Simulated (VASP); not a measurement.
# CsBr (Pm-3m) in VASP: G0W0 quasiparticle levels with PBE

Aim: the G0W0 quasiparticle levels of CsBr with PBE.

Program: VASP 6.6.1. These are calculated values, not measurements. Logs are shortened: lines on timing, memory, paths and dates and some standing lists are left out, and cuts for length are marked.

**1. The cell of the first run**

Symmetry: Pm-3m, No. 221, cubic system. Conventional cell: a = 4.319 Å, b = 4.319 Å, c = 4.319 Å, α = 90.00°, β = 90.00°, γ = 90.00°. Within 4.9 Å of Cs (site symmetry m-3m) lie 8 Br at 3.74 Å and 6 Cs at 4.32 Å. Within 4.9 Å of Br (site symmetry m-3m) lie 8 Cs at 3.74 Å and 6 Br at 4.32 Å.

**2. G0W0 quasiparticle levels, PBE**

Contents of POSCAR:

```
CsBr
1.0
    4.3193780653      0.0000000000      0.0000000000
    0.0000000000      4.3193780653      0.0000000000
    0.0000000000      0.0000000000      4.3193780653
Cs Br
1 1
Direct
    0.0000000000      0.0000000000      0.0000000000
    0.5000000000      0.5000000000      0.5000000000
```

Contents of INCAR.step1:

```
SYSTEM = CsBr
  PREC = Accurate
  ENCUT = 500
  EDIFF = 1E-8
  ISMEAR = 0
  SIGMA = 0.01
  LREAL = .False.
  LASPH = .True.
  NELM = 60
  ALGO = Normal
  LWAVE = .True.
  LCHARG = .False.
  GGA = PE
```

Contents of INCAR.step2:

```
SYSTEM = CsBr
  PREC = Accurate
  ENCUT = 500
  EDIFF = 1E-8
  ISMEAR = 0
  SIGMA = 0.01
  LREAL = .False.
  LASPH = .True.
  NELM = 1
  ALGO = Exact
  LWAVE = .True.
  LCHARG = .False.
  GGA = PE
  NBANDS = 248
  LOPTICS = .True.
  ISTART = 1
```

Contents of INCAR.step3:

```
SYSTEM = CsBr
  PREC = Accurate
  ENCUT = 500
  EDIFF = 1E-8
  ISMEAR = 0
  SIGMA = 0.01
  LREAL = .False.
  LASPH = .True.
  ALGO = EVGW0
  LWAVE = .False.
  LCHARG = .False.
  GGA = PE
  NELMGW = 1
  NBANDS = 248
  ENCUTGW = 120.0
  NOMEGA = 96
  PRECFOCK = Fast
  ISTART = 1
  NBANDSGW = 16
  OMEGAMAX = 30
```

Contents of KPOINTS:

```
regular mesh
0
Gamma
  4 4 4
  0 0 0
```

Potentials or basis: VASP PAW PBE potentials, release 64 (Cs_sv_GW, Br_GW).

Launch:

```sh
cat potpaw_PBE.64/Cs_sv_GW/POTCAR potpaw_PBE.64/Br_GW/POTCAR > POTCAR
cp INCAR.step1 INCAR
mpirun -np 1 vasp_std > vasp.out
cp INCAR.step2 INCAR
mpirun -np 1 vasp_std > vasp.out
cp INCAR.step3 INCAR
mpirun -np 1 vasp_std > vasp.out
```

OUTCAR:

```text
SYSTEM = CsBr
   PREC = Accurate
   ENCUT = 500
   EDIFF = 1E-8
   ISMEAR = 0
   LREAL = .False.
   LASPH = .True.
   GGA = PE
   NELMGW = 1
   ENCUTGW = 120.0
   PRECFOCK = Fast
   ISTART = 1

 ion  position               nearest neighbor table
   1  0.000  0.000  0.000-
   2  0.500  0.500  0.500-

  LATTYP: Found a simple cubic cell.
 ALAT       =     4.3193780653

  Lattice vectors:

 A1 = (   4.3193780653,   0.0000000000,   0.0000000000)
 A2 = (   0.0000000000,   4.3193780653,   0.0000000000)
 A3 = (   0.0000000000,   0.0000000000,   4.3193780653)

Analysis of symmetry for initial positions (statically):
=====================================================================
 Subroutine PRICEL returns:
 Original cell was already a primitive cell.

 Routine SETGRP: Setting up the symmetry group for a
 simple cubic supercell.

 Subroutine GETGRP returns: Found 48 space group operations
 (whereof 48 operations were pure point group operations)
 out of a pool of 48 trial point group operations.

The static configuration has the point symmetry O_h .

Analysis of symmetry for dynamics (positions and initial velocities):
=====================================================================
 Subroutine PRICEL returns:
 Original cell was already a primitive cell.

 Routine SETGRP: Setting up the symmetry group for a
 simple cubic supercell.

 Subroutine GETGRP returns: Found 48 space group operations
 (whereof 48 operations were pure point group operations)
 out of a pool of 48 trial point group operations.

The dynamic configuration has the point symmetry O_h .

 Subroutine INISYM returns: Found 48 space group operations
 (whereof 48 operations are pure point group operations),
 and found     1 'primitive' translations

----------------------------------------------------------------------------------------

                                     Primitive cell

  volume of cell :      80.5868

  direct lattice vectors                    reciprocal lattice vectors
     4.319378065  0.000000000  0.000000000     0.231514812  0.000000000  0.000000000
     0.000000000  4.319378065  0.000000000     0.000000000  0.231514812  0.000000000
     0.000000000  0.000000000  4.319378065     0.000000000  0.000000000  0.231514812

  length of vectors
     4.319378065  4.319378065  4.319378065     0.231514812  0.231514812  0.231514812

  position of ions in fractional coordinates (direct lattice)
     0.000000000  0.000000000  0.000000000
     0.500000000  0.500000000  0.500000000

  ion indices of the primitive-cell ions
   primitive index   ion index
                 1           1
                 2           2

----------------------------------------------------------------------------------------

 KPOINTS: regular mesh

Automatic generation of k-mesh.
 Grid dimensions read from file:
 generate k-points for:    4    4    4

 Generating k-lattice:

  Cartesian coordinates                     Fractional coordinates (reciprocal lattice)
     0.057878703  0.000000000  0.000000000     0.250000000  0.000000000  0.000000000
     0.000000000  0.057878703  0.000000000     0.000000000  0.250000000  0.000000000
     0.000000000  0.000000000  0.057878703     0.000000000  0.000000000  0.250000000

  Length of vectors
     0.057878703  0.057878703  0.057878703

  Shift w.r.t. Gamma in fractional coordinates (k-lattice)
     0.000000000  0.000000000  0.000000000

 Subroutine IBZKPT returns following result:
 ===========================================

 Found     10 irreducible k-points:

 Following reciprocal coordinates:
            Coordinates               Weight
  0.000000  0.000000  0.000000      1.000000
  0.250000  0.000000  0.000000      6.000000
  0.500000  0.000000  0.000000      3.000000
  0.250000  0.250000  0.000000     12.000000
  0.500000  0.250000  0.000000     12.000000
  0.500000  0.500000  0.000000      3.000000
  0.250000  0.250000  0.250000      8.000000
  0.500000  0.250000  0.250000     12.000000
  0.500000  0.500000  0.250000      6.000000
  0.500000  0.500000  0.500000      1.000000
   k-points           NKPTS =     10   k-points in BZ     NKDIM =     64   number of bands    NBANDS=    248
   number of dos      NEDOS =    301   number of ions     NIONS =      2
   total plane-waves  NPLWV =  32768
   dimension x,y,z NGX =    32 NGY =   32 NGZ =   32
   dimension x,y,z NGXF=    64 NGYF=   64 NGZF=   64
   ions per type =               1   1
   NGX,Y,Z   is equivalent  to a cutoff of  12.32, 12.32, 12.32 a.u.
   NGXF,Y,Z  is equivalent  to a cutoff of  24.63, 24.63, 24.63 a.u.
 SYSTEM =  CsBr
   PREC   = accura    normal or accurate (medium, high low for compatibility)
   ISTART =      1    job   : 0-new  1-cont  2-samecut
   ICHARG =      0    charge: 1-file 2-atom 10-const
   ISPIN  =      1    spin polarized calculation?
   LNONCOLLINEAR =      F non collinear calculations
   LSORBIT =      F    spin-orbit coupling
   LASPH  =      T    aspherical Exc in radial PAW
   ENCUT  =  500.0 eV  36.75 Ry    6.06 a.u.   7.88  7.88  7.88*2*pi/ulx,y,z
   NELM   =     60;   NELMIN=  2; NELMDL=  0     # of ELM steps
   EDIFF  = 0.1E-07   stopping-criterion for ELM
   LREAL  =      F    real-space projection
   EDIFFG = 0.1E-06   stopping-criterion for IOM
   NSW    =      0    number of steps for IOM
   IBRION =     -1    ionic relax: 0-MD 1-quasi-New 2-CG
   NFREE  =      0    steps in history (QN), initial steepest desc. (CG)
   ISIF   =      0    stress and relaxation
   ISYM   =      3    0-nonsym 1-usesym 2-fastsym
   POTIM  = 0.5000    time-step for ionic-motion
   TEBEG  =    0.0;   TEEND  =   0.0 temperature during run
   PSTRESS=    0.0 pullay stress
   NELECT =      16.0000    total number of electrons
   NUPDOWN=      -1.0000    fix difference up-down
   EMIN   =  10.00;   EMAX   =-10.00  energy-range for DOS
   EFERMI =   0.00;   METHOD = LEGACY
   ISMEAR =     0;   SIGMA  =   0.01  broadening in eV -4-tet -1-fermi 0-gaus
   EFERMI_NEDOS =   21; number of points for ismear=-14 and -15
   IALGO  =     38    algorithm
   IMIX   =      4    mixing-type and parameters
     AMIX     =   0.40;   BMIX     =  1.00
     AMIX_MAG =   1.60;   BMIX_MAG =  1.00
  volume/ion in A,a.u.               =      40.29       271.91
  Fermi-wavevector in a.u.,A,eV,Ry     =   0.955052  1.804786 12.410200  0.912124
  Thomas-Fermi vector in A             =   2.083854
   LORBIT       =      0    0 simple, 1 ext, 2 COOP (PROOUT), +10 PAW based schemes
   GGA     = PE    functional components
   LHFCALC =     T    Hartree Fock is set to
   PRECFOCK=fast      Normal, Fast or Accurate (Low or Medium for compatibility)
   ENCUT4O =  -1.0   cutoff for four orbital integrals eV
   NKREDX  =     1    reduce k-point grid by
   NKREDY  =     1    reduce k-point grid by
   NKREDZ  =     1    reduce k-point grid by
   AEXX    =    1.0000 exact exchange contribution
   HFSCREEN=    0.0000 screening length (either q_TF or 0.3 A-1)
   HFSCREENC=   0.0000 screening length for correlation (either q_TF or 0.3 A-1)
   ENCUTFOCK=  -1.0 apply spherical cutoff to Coloumb kernel
   IVDW    =     0    specifies the selected vdW correction
   LEPSILON=     F    determine dielectric tensor
   LRPA    =     F    only Hartree local field effects (RPA)
   LRPAFORCE           =     F    calculate RPA forces
   ENCUTGW             = 120.0    cutoff for response function in eV
   ENCUTGWSOFT         =  96.0    soft cutoff for Coulomb kernel in GW response function in eV
   ENCUTLF             =  -1.0    cutoff for local field effects
   NELMGW              =     1    number of iterations in solving QP/BSE equation
   NELMHF              =     1    number of iterations in the inner HF iteration
   NKREDLFX            =     1    NKREDLFY  =   1   NKREDLFZ  =   1
 non-spin polarized calculation
 Gauss-broadening in eV      SIGMA  =   0.01
  energy-cutoff  :      500.00
  volume of cell :       80.59
 maximum number of plane-waves:      2103
 NGX is ok and might be reduce to    32
  NGX = 18; NGY = 18; NGZ = 18
   NGX = 15   NGY = 15   NGZ = 15
 maximum number of plane-waves:       280
 NGX is ok and might be reduce to    18

 QP shifts <psi_nk| G(iteration)W_0 |psi_nk>: iteration 1
 for sc-GW calculations column KS-energies equals QP-energies in previous step
 and V_xc(KS)=  KS-energies - (<T + V_ion + V_H > + <T+V_H+V_ion>^1  + <V_x>^1)

 k-point   1 :       0.0000    0.0000    0.0000
  band No.  KS-energies  QP-energies   sigma(KS)   V_xc(KS)     V^pw_x(r,r')   Z            occupation Imag(sigma)

      1     -19.4261     -20.2908     -15.5635     -14.2926     -22.7744       0.6804       2.0000       1.2099
      2     -11.9722     -13.0941     -15.6127     -13.9671     -22.1381       0.6818       2.0000       1.1541
      3      -6.0326      -7.9928     -15.4133     -12.9658     -17.4958       0.8009       2.0000       0.0808
      4      -6.0326      -7.9928     -15.4133     -12.9658     -17.4958       0.8009       2.0000       0.0808
      5      -6.0326      -7.9928     -15.4133     -12.9658     -17.4958       0.8009       2.0000       0.0808
      6       0.3598      -1.2645     -14.6637     -12.6080     -16.4041       0.7902       2.0000       0.0652
[... 8 lines left out ...]
     15      12.3909      13.3532      -7.1434      -8.3267      -3.3687       0.8133       0.0000      -0.1434
     16      12.3909      13.3532      -7.1434      -8.3267      -3.3687       0.8133       0.0000      -0.1434

 k-point   2 :       0.2500    0.0000    0.0000
  band No.  KS-energies  QP-energies   sigma(KS)   V_xc(KS)     V^pw_x(r,r')   Z            occupation Imag(sigma)

      1     -19.4019     -20.2660     -15.5888     -14.3204     -22.7864       0.6812       2.0000       1.1930
      2     -11.9775     -13.0959     -15.5865     -13.9396     -22.1116       0.6791       2.0000       1.1458
      3      -6.2274      -8.2025     -15.2511     -12.7865     -17.3493       0.8014       2.0000       0.0834
      4      -5.9845      -7.9392     -15.4622     -13.0262     -17.5230       0.8024       2.0000       0.0766
      5      -5.9845      -7.9392     -15.4622     -13.0262     -17.5230       0.8024       2.0000       0.0766
      6      -0.3614      -2.0492     -13.7400     -11.5885     -15.5149       0.7845       2.0000       0.0738
[... 8 lines left out ...]
     15       9.9756      10.7919      -6.3890      -7.3841      -2.7384       0.8203       0.0000      -0.0986
     16      12.1558      13.2661      -7.3017      -8.6850      -3.2283       0.8026       0.0000      -0.1443

 k-point   3 :       0.5000    0.0000    0.0000
  band No.  KS-energies  QP-energies   sigma(KS)   V_xc(KS)     V^pw_x(r,r')   Z            occupation Imag(sigma)

      1     -19.3774     -20.2414     -15.6146     -14.3491     -22.7988       0.6827       2.0000       1.1772
      2     -11.9848     -13.1017     -15.5570     -13.9061     -22.0792       0.6765       2.0000       1.1376
      3      -6.3998      -8.3787     -15.1388     -12.6615     -17.2560       0.7988       2.0000       0.0858
      4      -5.9349      -7.8852     -15.5143     -13.0906     -17.5521       0.8047       2.0000       0.0721
      5      -5.9349      -7.8852     -15.5143     -13.0906     -17.5521       0.8047       2.0000       0.0721
      6      -0.9091      -2.6657     -13.2977     -11.0430     -15.1900       0.7791       2.0000       0.0856
[... 114 lines left out ...]
      1     -19.3157     -20.1847     -15.6787     -14.4162     -22.8310       0.6883       2.0000       1.1515
      2     -11.8390     -12.9282     -15.7263     -14.1096     -22.2160       0.6737       2.0000       1.0949
      3      -6.5018      -8.5198     -14.9844     -12.4477     -17.1486       0.7955       2.0000       0.0950
      4      -6.5018      -8.5198     -14.9844     -12.4477     -17.1486       0.7955       2.0000       0.0950
      5      -6.1559      -8.1387     -15.3060     -12.8411     -17.3727       0.8044       2.0000       0.0759
      6      -0.4823      -2.2014     -13.8722     -11.6720     -15.7275       0.7813       2.0000       0.0770
[... 8 lines left out ...]
     15      11.5116      13.0938      -8.3919     -10.3853      -4.4807       0.7937       0.0000      -0.1411
     16      11.8811      13.2545      -7.9849      -9.7018      -4.0553       0.7999       0.0000      -0.1430

 k-point  10 :       0.5000    0.5000    0.5000
  band No.  KS-energies  QP-energies   sigma(KS)   V_xc(KS)     V^pw_x(r,r')   Z            occupation Imag(sigma)

      1     -19.2958     -20.1650     -15.7000     -14.4375     -22.8414       0.6885       2.0000       1.1433
      2     -11.8026     -12.8827     -15.7650     -14.1549     -22.2400       0.6708       2.0000       1.0794
      3      -6.4146      -8.4214     -15.0847     -12.5720     -17.1933       0.7987       2.0000       0.0816
      4      -6.4146      -8.4214     -15.0847     -12.5720     -17.1933       0.7987       2.0000       0.0816
      5      -6.4146      -8.4214     -15.0847     -12.5720     -17.1933       0.7987       2.0000       0.0816
      6      -0.7553      -2.5085     -13.4947     -11.2416     -15.3964       0.7781       2.0000       0.0833
[... 8 lines left out ...]
     15      11.6132      13.2220      -8.4688     -10.4986      -4.5424       0.7926       0.0000      -0.1452
     16      11.6132      13.2220      -8.4688     -10.4986      -4.5424       0.7926       0.0000      -0.1452
```

Wall time 6.3 min (1 thread of Intel Xeon 6975P-C (Granite Rapids), shared host); peak memory 1.3 GiB.

What came out:

```yaml
Quasiparticle_gap: 6.68 eV
Least_direct_quasiparticle_gap: 6.68 eV
Band_gap_of_the_starting_levels_on_the_mesh: 4.43 eV
Least_direct_gap_of_the_starting_levels_on_the_mesh: 4.44 eV
```

Caveat: the k points lie up to 0.36 Å⁻¹ apart; bands, screening cutoff and mesh are small and nothing is extrapolated, so the quasiparticle values aren't converged; spin-orbit coupling is left out, which moves the levels of the heavy elements.
